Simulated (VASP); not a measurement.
# Si: single point with r2SCAN

The system is Si.

```
Si
1.0
     3.79480    0.00000    0.00000
    -1.89740    3.28639    0.00000
     0.00000    0.00000   12.70990
Si
8
Cartesian
  0.0000 0.0000 5.1628
  0.0000 0.0000 11.5177
  0.0000 0.0000 1.1922
  0.0000 0.0000 7.5471
  0.0000 2.1909 4.3684
  1.8974 1.0955 10.7233
  0.0000 2.1909 1.9866
  1.8974 1.0955 8.3415
```

This isn't the form of Si at room conditions, which is diamond.

```yaml
Program: VASP 6.6.1
Task: single point
Functional: r2SCAN
Potentials_or_basis: VASP PAW PBE potentials, release 64 (Si)
Cutoff: 520 eV
k_mesh: 6 × 6 × 2
Occupations: gaussian, width 0.1 eV
Spin: no spin polarisation
Dipole_correction: no
Further_INCAR_settings: ALGO = Normal; EDIFF = 1e-07; NBANDS = 26
```

```json
{
  "Pressure": "1.6 GPa",
  "Largest force": "0.336 eV/Å",
  "Band gap on the k mesh": "0.82 eV (least direct gap 1.87 eV)"
}
```

Forces on the atoms (eV/Å):
```
Si   0.000  0.000  0.336
Si   0.000  0.000  0.336
Si   0.000  0.000 -0.336
Si   0.000  0.000 -0.336
Si   0.000  0.000 -0.137
Si   0.000  0.000 -0.137
Si   0.000  0.000  0.137
Si   0.000  0.000  0.137
```

Stress tensor (GPa, compression positive):
```
 3.16  0.00  0.00
 0.00  3.16  0.00
 0.00  0.00 -1.59
```

Levels at points of the mesh, in eV from the valence-band top:
| k point | band 14 | band 15 | band 16 | band 17 | band 18 | band 19 |
| --- | --- | --- | --- | --- | --- | --- |
| (0.00, 0.00, 0.00) | -0.20 | 0.00 | 0.00 | 1.87 | 2.27 | 2.40 |
| (0.50, 0.00, 0.00) | -2.41 | -1.87 | -1.45 | 0.82 | 0.91 | 1.34 |
| (0.00, 0.00, 0.50) | -0.30 | -0.30 | -0.30 | 2.01 | 2.01 | 2.89 |
| (0.50, 0.00, 0.50) | -2.61 | -1.80 | -1.80 | 1.01 | 1.01 | 2.17 |

It took 4.2 min on 1 thread of Intel(R) Xeon(R) Platinum 8175M CPU @ 2.50GHz (Skylake/Cascade Lake), with other jobs on the host, peak memory 0.29 GiB.

Caveat: the PAW data sets were made with another functional, which shifts forces and pressure a little. r2SCAN opens gaps a little over a GGA but as a rule still falls short of measured ones.
